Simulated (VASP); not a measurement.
# ZnS (F-43m) in VASP: further runs

The runs below take ZnS through single point, with r2SCAN.

All numbers are computed with VASP 6.6.1; they aren't measurements. Logs are shortened: lines on timing, memory, paths and dates and some standing lists are left out, and cuts for length are marked.

**Experimental background.**

From “Electronic, vibrational, and thermodynamic properties of ZnS (zincblende and rocksalt structure)”, 2009, arxiv:0911.5022, for a bulk crystal of ZnS at 19 K: band gap 3.85 eV (direct).

The runs below are set against these values where they give the same quantity.

## Step 1: The cell of the first run

Symmetry: F-43m, No. 216, cubic system. The conventional cell has a = 5.362 Å, b = 5.362 Å, c = 5.362 Å, α = 90.00°, β = 90.00°, γ = 90.00°. Within 3.1 Å of Zn (site symmetry -43m) lie 4 S at 2.32 Å. S (site symmetry -43m) has 4 Zn at 2.32 Å within 3.1 Å.

## Step 2: Single point, r2SCAN

File POSCAR:

```
ZnS
1.0
    0.0000000000      2.6810443216      2.6810443216
    2.6810443216      0.0000000000      2.6810443216
    2.6810443216      2.6810443216      0.0000000000
Zn S
1 1
Direct
    0.7500000000      0.7500000000      0.7500000000
    0.0000000000      0.0000000000      0.0000000000
```

File INCAR.step1:

```
PREC = Accurate
ENCUT = 520
ISMEAR = 0
SIGMA = 0.01
LREAL = False
LASPH = True
NELM = 60
NBANDS = 16
GGA = PE
ALGO = Normal
EDIFF = 1E-4
LWAVE = True
LCHARG = False
```

File INCAR.step2:

```
PREC = Accurate
ENCUT = 520
EDIFF = 1E-6
ISMEAR = 0
SIGMA = 0.01
LREAL = False
LASPH = True
NELM = 60
ALGO = Normal
ISIF = 2
LWAVE = False
LCHARG = False
METAGGA = R2SCAN
LMIXTAU = True
NBANDS = 16
ISTART = 1
```

File KPOINTS:

```
regular mesh
0
Gamma
  8 8 8
```

Potentials or basis: VASP PAW PBE potentials, release 64 (Zn, S).

Run with:

```bash
$ cat potpaw_PBE.64/Zn/POTCAR potpaw_PBE.64/S/POTCAR > POTCAR
$ cp INCAR.step1 INCAR
$ mpirun -np 1 vasp_std > vasp.out
$ cp INCAR.step2 INCAR
$ mpirun -np 1 vasp_std > vasp.out
```

OUTCAR:

```text
PREC = Accurate
   ENCUT = 520
   EDIFF = 1E-6
   ISMEAR = 0
   LREAL = False
   LASPH = True
   NELM = 60
   ISIF = 2
   METAGGA = R2SCAN
   ISTART = 1

 ion  position               nearest neighbor table
   1  0.750  0.750  0.750-   2 2.32   2 2.32   2 2.32   2 2.32
   2  0.000  0.000  0.000-   1 2.32   1 2.32   1 2.32   1 2.32

  LATTYP: Found a face centered cubic cell.
 ALAT       =     5.3620886432

  Lattice vectors:

 A1 = (   0.0000000000,   2.6810443216,   2.6810443216)
 A2 = (   2.6810443216,   0.0000000000,   2.6810443216)
 A3 = (   2.6810443216,   2.6810443216,   0.0000000000)

Analysis of symmetry for initial positions (statically):
=====================================================================
 Subroutine PRICEL returns:
 Original cell was already a primitive cell.

 Routine SETGRP: Setting up the symmetry group for a
 face centered cubic supercell.

 Subroutine GETGRP returns: Found 24 space group operations
 (whereof 24 operations were pure point group operations)
 out of a pool of 48 trial point group operations.

The static configuration has the point symmetry T_d .

Analysis of symmetry for dynamics (positions and initial velocities):
=====================================================================
 Subroutine PRICEL returns:
 Original cell was already a primitive cell.

 Routine SETGRP: Setting up the symmetry group for a
 face centered cubic supercell.

 Subroutine GETGRP returns: Found 24 space group operations
 (whereof 24 operations were pure point group operations)
 out of a pool of 48 trial point group operations.

The dynamic configuration has the point symmetry T_d .

 Subroutine INISYM returns: Found 24 space group operations
 (whereof 24 operations are pure point group operations),
 and found     1 'primitive' translations

----------------------------------------------------------------------------------------

                                     Primitive cell

  volume of cell :      38.5427

  direct lattice vectors                    reciprocal lattice vectors
     0.000000000  2.681044322  2.681044322    -0.186494492  0.186494492  0.186494492
     2.681044322  0.000000000  2.681044322     0.186494492 -0.186494492  0.186494492
     2.681044322  2.681044322  0.000000000     0.186494492  0.186494492 -0.186494492

  length of vectors
     3.791569241  3.791569241  3.791569241     0.323017936  0.323017936  0.323017936

  position of ions in fractional coordinates (direct lattice)
     0.750000000  0.750000000  0.750000000
     0.000000000  0.000000000  0.000000000

  ion indices of the primitive-cell ions
   primitive index   ion index
                 1           1
                 2           2

----------------------------------------------------------------------------------------

 KPOINTS: regular mesh

Automatic generation of k-mesh.
 Grid dimensions read from file:
 generate k-points for:    8    8    8

 Generating k-lattice:

  Cartesian coordinates                     Fractional coordinates (reciprocal lattice)
    -0.023311812  0.023311812  0.023311812     0.125000000  0.000000000  0.000000000
     0.023311812 -0.023311812  0.023311812     0.000000000  0.125000000  0.000000000
     0.023311812  0.023311812 -0.023311812     0.000000000  0.000000000  0.125000000

  Length of vectors
     0.040377242  0.040377242  0.040377242

  Shift w.r.t. Gamma in fractional coordinates (k-lattice)
     0.000000000  0.000000000  0.000000000

 Subroutine IBZKPT returns following result:
 ===========================================

 Found     29 irreducible k-points:

 Following reciprocal coordinates:
            Coordinates               Weight
  0.000000  0.000000  0.000000      1.000000
  0.125000  0.000000  0.000000      8.000000
  0.250000  0.000000  0.000000      8.000000
  0.375000  0.000000  0.000000      8.000000
  0.500000  0.000000  0.000000      4.000000
  0.125000  0.125000  0.000000      6.000000
[... 16 lines left out ...]
  0.500000  0.250000  0.125000     48.000000
 -0.375000  0.250000  0.125000     24.000000
 [... further k-points ...]
   k-points           NKPTS =     29   k-points in BZ     NKDIM =     29   number of bands    NBANDS=     16
   number of dos      NEDOS =    301   number of ions     NIONS =      2
   total plane-waves  NPLWV =  21952
   dimension x,y,z NGX =    28 NGY =   28 NGZ =   28
   dimension x,y,z NGXF=    56 NGYF=   56 NGZF=   56
   ions per type =               1   1
   NGX,Y,Z   is equivalent  to a cutoff of  12.28, 12.28, 12.28 a.u.
   NGXF,Y,Z  is equivalent  to a cutoff of  24.55, 24.55, 24.55 a.u.
 SYSTEM =  unknown system
   PREC   = accura    normal or accurate (medium, high low for compatibility)
   ISTART =      1    job   : 0-new  1-cont  2-samecut
   ICHARG =      0    charge: 1-file 2-atom 10-const
   ISPIN  =      1    spin polarized calculation?
   LNONCOLLINEAR =      F non collinear calculations
   LSORBIT =      F    spin-orbit coupling
   LASPH  =      T    aspherical Exc in radial PAW
   ENCUT  =  520.0 eV  38.22 Ry    6.18 a.u.   7.05  7.05  7.05*2*pi/ulx,y,z
   NELM   =     60;   NELMIN=  2; NELMDL=  0     # of ELM steps
   EDIFF  = 0.1E-05   stopping-criterion for ELM
   LREAL  =      F    real-space projection
   EDIFFG = 0.1E-04   stopping-criterion for IOM
   NSW    =      0    number of steps for IOM
   IBRION =     -1    ionic relax: 0-MD 1-quasi-New 2-CG
   NFREE  =      0    steps in history (QN), initial steepest desc. (CG)
   ISIF   =      2    stress and relaxation
   ISYM   =      2    0-nonsym 1-usesym 2-fastsym
   POTIM  = 0.5000    time-step for ionic-motion
   TEBEG  =    0.0;   TEEND  =   0.0 temperature during run
   PSTRESS=    0.0 pullay stress
   NELECT =      18.0000    total number of electrons
   NUPDOWN=      -1.0000    fix difference up-down
   EMIN   =  10.00;   EMAX   =-10.00  energy-range for DOS
   EFERMI =   0.00;   METHOD = LEGACY
   ISMEAR =     0;   SIGMA  =   0.01  broadening in eV -4-tet -1-fermi 0-gaus
   EFERMI_NEDOS =   21; number of points for ismear=-14 and -15
   IALGO  =     38    algorithm
   IMIX   =      4    mixing-type and parameters
     AMIX     =   0.40;   BMIX     =  1.00
     AMIX_MAG =   1.60;   BMIX_MAG =  1.00
  volume/ion in A,a.u.               =      19.27       130.05
  Fermi-wavevector in a.u.,A,eV,Ry     =   1.270140  2.400217 21.949683  1.613256
  Thomas-Fermi vector in A             =   2.403144
   LORBIT       =      0    0 simple, 1 ext, 2 COOP (PROOUT), +10 PAW based schemes
   METAGGA = R2SCAN    functional components
   LHFCALC =     F    Hartree Fock is set to
   AEXX    =    0.0000 exact exchange contribution
   IVDW    =     0    specifies the selected vdW correction
   LEPSILON=     F    determine dielectric tensor
   LRPA    =     F    only Hartree local field effects (RPA)
 non-spin polarized calculation
 Gauss-broadening in eV      SIGMA  =   0.01
  energy-cutoff  :      520.00
  volume of cell :       38.54
 maximum number of plane-waves:      1056
   NGX = 15   NGY = 15   NGZ = 15

 number of electron      18.0000014 magnetization

 Free energy of the ion-electron system (eV)
  ---------------------------------------------------
  ext. energy  EPLUGINS =         0.00000000
  ---------------------------------------------------
  free energy    TOTEN  =       -18.86409010 eV

  energy without entropy =      -18.86409010  energy(sigma->0) =      -18.86409010

 E-fermi :   2.1047     XC(G=0): -10.4030

 val. band max:        2.0536316454   @ k =   0.0000   0.0000   0.0000
 cond. band min:       4.8380178846   @ k =   0.0000   0.0000   0.0000
 fundamental gap:      2.7843862392
 Fermi energy:         2.1046716620

 k-point     1 :       0.0000    0.0000    0.0000
  band No.  band energies     occupation
      1     -11.7930      2.00000
      2      -4.5422      2.00000
      3      -4.5422      2.00000
      4      -4.5422      2.00000
      5      -3.9659      2.00000
      6      -3.9659      2.00000
[... 8 lines left out ...]
     15      14.3836      0.00000
     16      14.7381      0.00000

 k-point     2 :       0.1250    0.0000    0.0000
  band No.  band energies     occupation
      1     -11.6687      2.00000
      2      -4.5406      2.00000
      3      -4.5190      2.00000
      4      -4.5189      2.00000
      5      -3.9676      2.00000
      6      -3.9676      2.00000
[... 8 lines left out ...]
     15      13.7641      0.00000
     16      15.5302      0.00000

 k-point     3 :       0.2500    0.0000    0.0000
  band No.  band energies     occupation
      1     -11.3435      2.00000
      2      -4.4901      2.00000
      3      -4.4673      2.00000
      4      -4.4673      2.00000
      5      -3.9643      2.00000
      6      -3.9643      2.00000
[... 8 lines left out ...]
     15      13.5749      0.00000
     16      14.9243      0.00000

 k-point     4 :       0.3750    0.0000    0.0000
  band No.  band energies     occupation
      1     -10.9737      2.00000
      2      -4.4251      2.00000
      3      -4.4251      2.00000
      4      -4.2595      2.00000
      5      -3.9469      2.00000
      6      -3.9469      2.00000
[... 8 lines left out ...]
     15      14.7848      0.00000
     16      14.7849      0.00000
[... 324 lines left out ...]
 k-point    22 :       0.3750    0.2500    0.1250
  band No.  band energies     occupation
      1     -11.0883      2.00000
      2      -4.5152      2.00000
      3      -4.3944      2.00000
      4      -4.3669      2.00000
      5      -3.9911      2.00000
      6      -3.9251      2.00000
[... 8 lines left out ...]
     15      15.5528      0.00000
     16      17.9863      0.00000

 k-point    23 :       0.5000    0.2500    0.1250
  band No.  band energies     occupation
      1     -10.7788      2.00000
      2      -4.4175      2.00000
      3      -4.3581      2.00000
      4      -4.2025      2.00000
      5      -3.9482      2.00000
      6      -3.8959      2.00000
[... 8 lines left out ...]
     15      16.6915      0.00000
     16      17.1956      0.00000

 k-point    24 :      -0.3750    0.2500    0.1250
  band No.  band energies     occupation
      1     -10.6400      2.00000
      2      -4.3976      2.00000
      3      -4.3344      2.00000
      4      -4.0323      2.00000
      5      -3.9546      2.00000
      6      -3.6889      2.00000
[... 8 lines left out ...]
     15      16.2935      0.00000
     16      17.1816      0.00000

 [... further k-points ...]

------------------------ aborting loop because EDIFF is reached ----------------------------------------

  FORCE on cell =-STRESS in cart. coord.  units (eV):
  Direction    XX          YY          ZZ          XY          YZ          ZX
  --------------------------------------------------------------------------------------
  -------------------------------------------------------------------------------------
  Total        0.2901260      0.2901260      0.2901260      0.0000000      0.0000000      0.0000000
  in kB       12.0602220     12.0602220     12.0602220      0.0000000      0.0000000      0.0000000
  external PRESSURE =      12.0602220 kB  Pullay stress =       0.0000000 kB

 VOLUME and BASIS-vectors are now :
 -----------------------------------------------------------------------------
  energy-cutoff  :      520.00
  volume of cell :       38.54
      direct lattice vectors                 reciprocal lattice vectors
     0.000000000  2.681044322  2.681044322    -0.186494492  0.186494492  0.186494492
     2.681044322  0.000000000  2.681044322     0.186494492 -0.186494492  0.186494492
     2.681044322  2.681044322  0.000000000     0.186494492  0.186494492 -0.186494492

 POSITION                                       TOTAL-FORCE (eV/Angst)
 -----------------------------------------------------------------------------------
      4.02157      4.02157      4.02157         0.000000      0.000000      0.000000
      0.00000      0.00000      0.00000        -0.000000     -0.000000     -0.000000
 -----------------------------------------------------------------------------------
    total drift:                                0.000011      0.000011      0.000010

  FREE ENERGIE OF THE ION-ELECTRON SYSTEM (eV)
  ---------------------------------------------------
  free  energy   TOTEN  =       -18.8640901046 eV

  energy  without entropy=      -18.8640901046  energy(sigma->0) =      -18.86409010
```

Wall time 64 s (1 thread of AMD EPYC 7R43 (Zen 3), shared host); peak memory 0.13 GiB.

What came out:

- Free energy: -18.8641 eV
- Pressure: 1.2 GPa
- Band gap on the k mesh: 2.78 eV, direct

Levels at points of the mesh, in eV from the valence-band top:
```tsv
k point	band 6	band 7	band 8	band 9	band 10	band 11	band 12	band 13
(0.00, 0.00, 0.00)	-6.02	0.00	0.00	0.00	2.78	6.88	6.88	6.88
(0.50, 0.00, 0.00)	-5.82	-5.56	-0.92	-0.92	3.86	7.38	7.38	9.51
(0.50, 0.50, 0.00)	-5.80	-4.71	-2.37	-2.37	3.68	4.48	11.95	12.99
```

Caveat: the PAW data sets were made with another functional, which shifts forces and pressure a little.

## Step 3: Single point, r2SCAN

This run uses another cell than the first one, of 19.56 Å³/atom, 1.015 times its volume.

File POSCAR:

```
ZnS
1.0
    0.0000000000      2.6945169062      2.6945169062
    2.6945169062      0.0000000000      2.6945169062
    2.6945169062      2.6945169062      0.0000000000
Zn S
1 1
Direct
    0.7500000000      0.7500000000      0.7500000000
    0.0000000000      0.0000000000      0.0000000000
```

File INCAR.step1:

```
PREC = Accurate ; ENCUT = 520
ISMEAR = 0 ; SIGMA = 0.01
LREAL = False ; LASPH = True
NELM = 100 ; NBANDS = 16
GGA = PE ; ALGO = Normal
EDIFF = 1E-4 ; LWAVE = True
LCHARG = False
```

File INCAR.step2:

```
PREC = Accurate ; ENCUT = 520
EDIFF = 1E-6 ; ISMEAR = 0
SIGMA = 0.01 ; LREAL = False
LASPH = True ; NELM = 100
ALGO = Normal ; ISIF = 2
LWAVE = False ; LCHARG = False
METAGGA = R2SCAN ; LMIXTAU = True
NBANDS = 16 ; ISTART = 1
```

File KPOINTS:

```
Automatic mesh
0
Gamma
  8 8 8
```

Potentials or basis: VASP PAW PBE potentials, release 64 (Zn, S).

Run with:

```bash
$ cat potpaw_PBE.64/Zn/POTCAR potpaw_PBE.64/S/POTCAR > POTCAR
$ cp INCAR.step1 INCAR
$ mpirun -np 1 vasp_std > vasp.out
$ cp INCAR.step2 INCAR
$ mpirun -np 1 vasp_std > vasp.out
```

It took 65 s on 1 thread of AMD EPYC 7R43 (Zen 3), shared host; peak memory 0.13 GiB.

Results (log left out):

```
Free energy            : -18.8662 eV
Pressure               : 0.0 GPa
Band gap on the k mesh : 2.71 eV, direct
```

Levels at points of the mesh, in eV from the valence-band top:
```csv
k point,band 6,band 7,band 8,band 9,band 10,band 11,band 12,band 13
"(0.00, 0.00, 0.00)",-5.98,0.00,0.00,0.00,2.71,6.90,6.90,6.90
"(0.50, 0.00, 0.00)",-5.78,-5.45,-0.90,-0.90,3.83,7.39,7.39,9.45
"(0.50, 0.50, 0.00)",-5.76,-4.65,-2.31,-2.31,3.71,4.48,11.83,12.88
```

Caveat: the PAW data sets were made with another functional, which shifts forces and pressure a little.

(Continued in part 2 of 2.)
